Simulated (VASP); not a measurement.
# Be (P6/mmm) in VASP: a series of runs

Be is run at these levels: LDA; tasks: relaxation of cell and atoms, single point.

All numbers are computed with VASP 6.6.1; they aren't measurements. Logs are shortened: lines on timing, memory, paths and dates and some standing lists are left out, and cuts for length are marked.

### Step 1. The cell of the first run

The structure is hexagonal, space group P6/mmm (No. 191). Conventional cell: a = 1.777 Å, b = 1.777 Å, c = 1.671 Å, α = 90.00°, β = 90.00°, γ = 120.00°. Be (site symmetry 6/mmm) has 8 Be at 1.67 to 1.78 Å within 2.2 Å.

### Step 2. Relaxation of cell and atoms, LDA, target pressure 160 GPa, at which the enthalpy is minimised

File INCAR:

```
SYSTEM = Be
PREC = Accurate
ENCUT = 600
EDIFF = 1E-7
ISMEAR = -1
SIGMA = 0.05
LREAL = .False.
LASPH = .True.
NELM = 60
ALGO = Normal
ISIF = 3
LWAVE = .False.
LCHARG = .False.
IBRION = 2
NSW = 60
EDIFFG = -0.005
PSTRESS = 1600.0
```

File KPOINTS:

```
regular mesh
0
Gamma
  24 24 22
  0 0 0
```

File POSCAR:

```
Be
1.0
    1.7773804594      0.0000000000      0.0000000000
   -0.8886902297      1.5392566300      0.0000000000
    0.0000000000      0.0000000000      1.6707376318
Be
1
Direct
    0.0000000000      0.0000000000      0.0000000000
```

Potentials or basis: VASP PAW LDA potentials, release 64 (Be).

The run is started by

```sh
cat potpaw_LDA.64/Be/POTCAR > POTCAR
mpirun -np 1 vasp_std > vasp.out
```

OUTCAR:

```text
SYSTEM = Be
   PREC = Accurate
   ENCUT = 600
   EDIFF = 1E-7
   ISMEAR = -1
   LREAL = .False.
   LASPH = .True.
   NELM = 60
   ISIF = 3
   IBRION = 2
   NSW = 60
   EDIFFG = -0.005
   PSTRESS = 1600.0

 ion  position               nearest neighbor table
   1  0.000  0.000  0.000-

  LATTYP: Found a hexagonal cell.
 ALAT       =     1.7773804594
 C/A-ratio  =     0.9400000000

  Lattice vectors:

 A1 = (   1.7773804594,   0.0000000000,   0.0000000000)
 A2 = (  -0.8886902297,   1.5392566300,   0.0000000000)
 A3 = (   0.0000000000,   0.0000000000,   1.6707376318)

Analysis of symmetry for initial positions (statically):
=====================================================================
 Subroutine PRICEL returns:
 Original cell was already a primitive cell.

 Routine SETGRP: Setting up the symmetry group for a
 hexagonal supercell.

 Subroutine GETGRP returns: Found 24 space group operations
 (whereof 24 operations were pure point group operations)
 out of a pool of 24 trial point group operations.

The static configuration has the point symmetry D_6h.

Analysis of symmetry for dynamics (positions and initial velocities):
=====================================================================
 Subroutine PRICEL returns:
 Original cell was already a primitive cell.

 Routine SETGRP: Setting up the symmetry group for a
 hexagonal supercell.

 Subroutine GETGRP returns: Found 24 space group operations
 (whereof 24 operations were pure point group operations)
 out of a pool of 24 trial point group operations.

The dynamic configuration has the point symmetry D_6h.

 Subroutine INISYM returns: Found 24 space group operations
 (whereof 24 operations are pure point group operations),
 and found     1 'primitive' translations

----------------------------------------------------------------------------------------

                                     Primitive cell

  volume of cell :       4.5709

  direct lattice vectors                    reciprocal lattice vectors
     1.777380459  0.000000000  0.000000000     0.562625742  0.324832124  0.000000000
    -0.888690230  1.539256630  0.000000000     0.000000000  0.649664247  0.000000000
     0.000000000  0.000000000  1.670737632     0.000000000  0.000000000  0.598538024

  length of vectors
     1.777380459  1.777380459  1.670737632     0.649664247  0.649664247  0.598538024

  position of ions in fractional coordinates (direct lattice)
     0.000000000  0.000000000  0.000000000

  ion indices of the primitive-cell ions
   primitive index   ion index
                 1           1

----------------------------------------------------------------------------------------

 KPOINTS: regular mesh

Automatic generation of k-mesh.
 Grid dimensions read from file:
 generate k-points for:   24   24   22

 Generating k-lattice:

  Cartesian coordinates                     Fractional coordinates (reciprocal lattice)
     0.023442739  0.013534672  0.000000000     0.041666667  0.000000000  0.000000000
     0.000000000  0.027069344  0.000000000     0.000000000  0.041666667  0.000000000
     0.000000000  0.000000000  0.027206274     0.000000000  0.000000000  0.045454545

  Length of vectors
     0.027069344  0.027069344  0.027206274

  Shift w.r.t. Gamma in fractional coordinates (k-lattice)
     0.000000000  0.000000000  0.000000000

 Subroutine IBZKPT returns following result:
 ===========================================

 Found    732 irreducible k-points:

 Following reciprocal coordinates:
            Coordinates               Weight
  0.000000  0.000000  0.000000      1.000000
  0.041667  0.000000  0.000000      6.000000
  0.083333  0.000000  0.000000      6.000000
  0.125000  0.000000  0.000000      6.000000
  0.166667  0.000000  0.000000      6.000000
  0.208333  0.000000  0.000000      6.000000
[... 16 lines left out ...]
  0.416667  0.041667  0.000000     12.000000
  0.458333  0.041667  0.000000     12.000000
 [... further k-points ...]
   k-points           NKPTS =    732   k-points in BZ     NKDIM =    732   number of bands    NBANDS=      5
   number of dos      NEDOS =    301   number of ions     NIONS =      1
   total plane-waves  NPLWV =   2744
   dimension x,y,z NGX =    14 NGY =   14 NGZ =   14
   dimension x,y,z NGXF=    28 NGYF=   28 NGZF=   28
   ions per type =               1
   NGX,Y,Z   is equivalent  to a cutoff of  13.09, 13.09, 13.93 a.u.
   NGXF,Y,Z  is equivalent  to a cutoff of  26.19, 26.19, 27.86 a.u.
 SYSTEM =  Be
   PREC   = accura    normal or accurate (medium, high low for compatibility)
   ISTART =      0    job   : 0-new  1-cont  2-samecut
   ICHARG =      2    charge: 1-file 2-atom 10-const
   ISPIN  =      1    spin polarized calculation?
   LNONCOLLINEAR =      F non collinear calculations
   LSORBIT =      F    spin-orbit coupling
   LASPH  =      T    aspherical Exc in radial PAW
   ENCUT  =  600.0 eV  44.10 Ry    6.64 a.u.   3.55  3.55  3.34*2*pi/ulx,y,z
   NELM   =     60;   NELMIN=  2; NELMDL= -5     # of ELM steps
   EDIFF  = 0.1E-06   stopping-criterion for ELM
   LREAL  =      F    real-space projection
   EDIFFG = -.5E-02   stopping-criterion for IOM
   NSW    =     60    number of steps for IOM
   IBRION =      2    ionic relax: 0-MD 1-quasi-New 2-CG
   NFREE  =      1    steps in history (QN), initial steepest desc. (CG)
   ISIF   =      3    stress and relaxation
   ISYM   =      2    0-nonsym 1-usesym 2-fastsym
   POTIM  = 0.5000    time-step for ionic-motion
   TEBEG  =    0.0;   TEEND  =   0.0 temperature during run
   PSTRESS= 1600.0 pullay stress
   NELECT =       2.0000    total number of electrons
   NUPDOWN=      -1.0000    fix difference up-down
   EMIN   =  10.00;   EMAX   =-10.00  energy-range for DOS
   EFERMI =   0.00;   METHOD = LEGACY
   ISMEAR =    -1;   SIGMA  =   0.05  broadening in eV -4-tet -1-fermi 0-gaus
   EFERMI_NEDOS =   21; number of points for ismear=-14 and -15
   IALGO  =     38    algorithm
   IMIX   =      4    mixing-type and parameters
     AMIX     =   0.40;   BMIX     =  1.00
     AMIX_MAG =   1.60;   BMIX_MAG =  1.00
  volume/ion in A,a.u.               =       4.57        30.85
  Fermi-wavevector in a.u.,A,eV,Ry     =   1.242849  2.348644 21.016551  1.544673
  Thomas-Fermi vector in A             =   2.377185
   LORBIT       =      0    0 simple, 1 ext, 2 COOP (PROOUT), +10 PAW based schemes
   GGA     = CA    functional components
   LHFCALC =     F    Hartree Fock is set to
   AEXX    =    0.0000 exact exchange contribution
   IVDW    =     0    specifies the selected vdW correction
   LEPSILON=     F    determine dielectric tensor
   LRPA    =     F    only Hartree local field effects (RPA)
 conjugate gradient relaxation of ions
 non-spin polarized calculation
  energy-cutoff  :      600.00
  volume of cell :        4.57
 maximum number of plane-waves:       174
   NGX =  7   NGY =  7   NGZ =  7

--------------------------------------- Ionic step        1  -------------------------------------------

 number of electron       2.0000000 magnetization

 Free energy of the ion-electron system (eV)
  ---------------------------------------------------
  ext. energy  EPLUGINS =         0.00000000
  ---------------------------------------------------
  free energy    TOTEN  =        -2.02810883 eV

  energy without entropy =       -2.02620168  energy(sigma->0) =       -2.02715526

------------------------ aborting loop because EDIFF is reached ----------------------------------------

  FORCE on cell =-STRESS in cart. coord.  units (eV):
  Direction    XX          YY          ZZ          XY          YZ          ZX
  --------------------------------------------------------------------------------------
  -------------------------------------------------------------------------------------
  Total        4.9220157      4.9220157      5.6313337      0.0000000      0.0000000      0.0000000
  in kB     1725.2573480   1725.2573479   1973.8863924      0.0000000      0.0000000      0.0000000
  external PRESSURE =     208.1336961 kB  Pullay stress =    1600.0000000 kB
[... 90 lines left out ...]
  FREE ENERGIE OF THE ION-ELECTRON SYSTEM (eV)
  ---------------------------------------------------
  free  energy   TOTEN  =        -2.2953556569 eV

  energy  without entropy=       -2.2936903312  energy(sigma->0) =       -2.29452299

  enthalpy is  TOTEN    =         2.5159101250 eV   P V=        4.8112657819

[... ionic steps 4 to 7 ...]

--------------------------------------- Ionic step        8  -------------------------------------------

 number of electron       2.0000000 magnetization

------------------------ aborting loop because EDIFF is reached ----------------------------------------

  FORCE on cell =-STRESS in cart. coord.  units (eV):
  Direction    XX          YY          ZZ          XY          YZ          ZX
  --------------------------------------------------------------------------------------
  -------------------------------------------------------------------------------------
  Total        4.7974797      4.7974797      4.7753399      0.0000000      0.0000000     -0.0000000
  in kB     1598.7575515   1598.7575513   1591.3794551      0.0000000      0.0000000     -0.0000000
  external PRESSURE =      -3.7018141 kB  Pullay stress =    1600.0000000 kB
[... 59 lines left out ...]
  enthalpy is  TOTEN    =         2.5122584073 eV   P V=        4.7959195479

--------------------------------------- Ionic step       10  -------------------------------------------

 number of electron       2.0000000 magnetization

 Free energy of the ion-electron system (eV)
  ---------------------------------------------------
  ext. energy  EPLUGINS =         0.00000000
  ---------------------------------------------------
  free energy    TOTEN  =        -2.28499169 eV

  energy without entropy =       -2.28301037  energy(sigma->0) =       -2.28400103

 E-fermi :  12.3604     XC(G=0): -12.3791

 val. band max:       12.3522397059   @ k =   0.4583   0.0417   0.4545
 cond. band min:      12.3733360569   @ k =   0.3750   0.1250   0.4545
 fundamental gap:      0.0210963511
 Fermi energy:        12.3604098369

 k-point     1 :       0.0000    0.0000    0.0000
  band No.  band energies     occupation
      1      -2.2124      2.00000
      2      32.0804      0.00000
      3      40.3051      0.00000
      4      40.3051      0.00000
      5      41.0462      0.00000

 k-point     2 :       0.0417    0.0000    0.0000
  band No.  band energies     occupation
      1      -2.1505      2.00000
      2      32.1770      0.00000
      3      38.6861      0.00000
      4      39.9013      0.00000
      5      42.3199      0.00000
[... 169 lines left out ...]
 k-point    24 :       0.4583    0.0417    0.0000
  band No.  band energies     occupation
      1       4.3159      2.00000
      2      14.6893      0.00000
      3      29.5571      0.00000
      4      41.5819      0.00000
      5      41.9514      0.00000

 [... further k-points ...]
[... 5 lines left out ...]
  --------------------------------------------------------------------------------------
  -------------------------------------------------------------------------------------
  Total        4.7927907      4.7927907      4.7986515      0.0000000      0.0000000      0.0000000
  in kB     1598.5132176   1598.5132174   1600.4679516      0.0000000      0.0000000      0.0000000
  external PRESSURE =      -0.8352045 kB  Pullay stress =    1600.0000000 kB
[... 16 lines left out ...]
  FREE ENERGIE OF THE ION-ELECTRON SYSTEM (eV)
  ---------------------------------------------------
  free  energy   TOTEN  =        -2.2849916885 eV

  energy  without entropy=       -2.2830103659  energy(sigma->0) =       -2.28400103

  enthalpy is  TOTEN    =         2.5122567612 eV   P V=        4.7972484496

 reached required accuracy - stopping structural energy minimisation
```

It took 17 s on 1 thread of Intel Xeon 6975P-C (Granite Rapids), shared host; peak memory 0.13 GiB.

What came out:

```yaml
Free_energy: -2.2850 eV
Relaxed_volume: 4.80 Å³/atom
Relaxed_cell: a = 1.782 Å, b = 1.782 Å, c = 1.746 Å, α = 90.00°, β = 90.00°, γ = 120.00°
Space_group_after_relaxing_to_0.05_Å: P6/mmm (No. 191)
Energy_change_on_relaxing_the_enthalpy_is_what_falls: -256.9 meV/atom
Ionic_steps: 10
Pressure_after_relaxing: 159.9 GPa
Band_gap_on_the_k_mesh: zero (band 1 reaches 17.72 eV, above the bottom of band 2 at 9.45 eV)
```

The path:
```csv
step,energy change (eV),largest force (eV/Å),pressure (GPa),volume (Å³)
1,0.0000,0.0000,180.81,4.57
2,-0.4148,0.0000,141.45,4.97
3,-0.2672,0.0000,155.55,4.82
4,-0.2438,0.0000,162.08,4.79
5,-0.2515,0.0000,160.38,4.80
6,-0.2509,0.0000,160.53,4.80
7,-0.2505,0.0000,160.63,4.80
8,-0.2608,0.0000,159.63,4.81
9,-0.2556,0.0000,160.14,4.80
10,-0.2569,0.0000,159.92,4.80
```

Final structure:
```
Be
1.0
     1.78223    0.00000    0.00000
    -0.89112    1.54346    0.00000
     0.00000    0.00000    1.74632
Be
1
Direct
  0.00000 0.00000 0.00000
```

Caveat: the cell is relaxed towards a set pressure, so the enthalpy falls and the energy may rise.

(Part 1 of 2 ends here.)
